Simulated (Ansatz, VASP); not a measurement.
BaTlN: VASP beside Ansatz

```
CELL_PARAMETERS angstrom
-2.54309 2.54309 4.01010
2.54309 -2.54309 4.01010
2.54309 2.54309 -4.01010
ATOMIC_POSITIONS crystal
Ba 0.27066 0.27066 0.00000
Tl 0.70040 0.70040 0.00000
N 0.96197 0.96197 0.00000
```

Alike in both runs: functional PBE; k mesh 4 × 4 × 4; occupations gaussian, width 0.15 eV; no spin polarisation.

Ansatz relaxed the structure, and its values are those at the end. VASP's run is a single point on that final structure, the one shown.

```csv
,VASP,Ansatz
version,VASP 6.6.1,Ansatz 0.2.0
potentials or method,"VASP PAW PBE potentials, release 64 (Ba_sv, Tl_d, N), cutoff 600 eV","scalar-relativistic, plane waves, PAW"
valence electrons in the cell,28,28
```

|  | VASP | Ansatz | Ansatz less VASP |
| --- | --- | --- | --- |
| gap on the k mesh at the Fermi level (eV) | 0.49 | 0.55 | +0.059 |
| least direct gap on the mesh (eV) | 0.89 | 0.89 | +0.001 |
| pressure (GPa) | 0.6 | 0.1 | -0.47 |
| rms of the force components (eV/Å) | 0.133 | 0.007 | -0.1251 |

The functional is the same, so the differences come from potentials, cutoffs and numerics.

The k mesh is coarse, so the values compare programs but aren't converged. Spin-orbit coupling is off throughout.
